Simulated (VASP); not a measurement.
A run of VASP 6.6.1 is set up as follows.

INCAR

```
  PREC = Accurate
  ENCUT = 520
  EDIFF = 1E-6
  ISMEAR = 0
  SIGMA = 0.01
  LREAL = F
  LASPH = T
  NELM = 60
  ALGO = Normal
  ISIF = 2
  LWAVE = F
  LCHARG = F
  GGA = PE
  NBANDS = 16
```

File KPOINTS:

```
regular mesh
0
Gamma
  9 9 6
```

The input POSCAR:

```
BN
1.0
    2.5023570295      0.0000000000      0.0000000000
   -1.2511785147      2.1671047569      0.0000000000
    0.0000000000      0.0000000000      4.1382926289
B N
2 2
Direct
    0.6666666667      0.3333333333      0.0001896661
    0.3333333333      0.6666666667      0.5001896661
    0.6666666667      0.3333333333      0.3748103339
    0.3333333333      0.6666666667      0.8748103339
```

Potentials or basis: VASP PAW PBE potentials, release 64 (B, N).

The run is started by

```bash
$ cat potpaw_PBE.64/B/POTCAR potpaw_PBE.64/N/POTCAR > POTCAR
$ mpirun -np 1 vasp_std > vasp.out
```

What does it give for the band gap on the k mesh?

5.11 eV (least direct gap 8.54 eV).

What does it give for the pressure?

26.2 GPa.

Forces in eV/Å, atoms in the order of the input:
```
B    0.000  0.000  0.051
B    0.000  0.000  0.051
N    0.000  0.000 -0.051
N    0.000  0.000 -0.051
```

Caveat: the cell stands under pressure; an odd mesh through Γ misses points on the zone boundary, where band edges can lie.
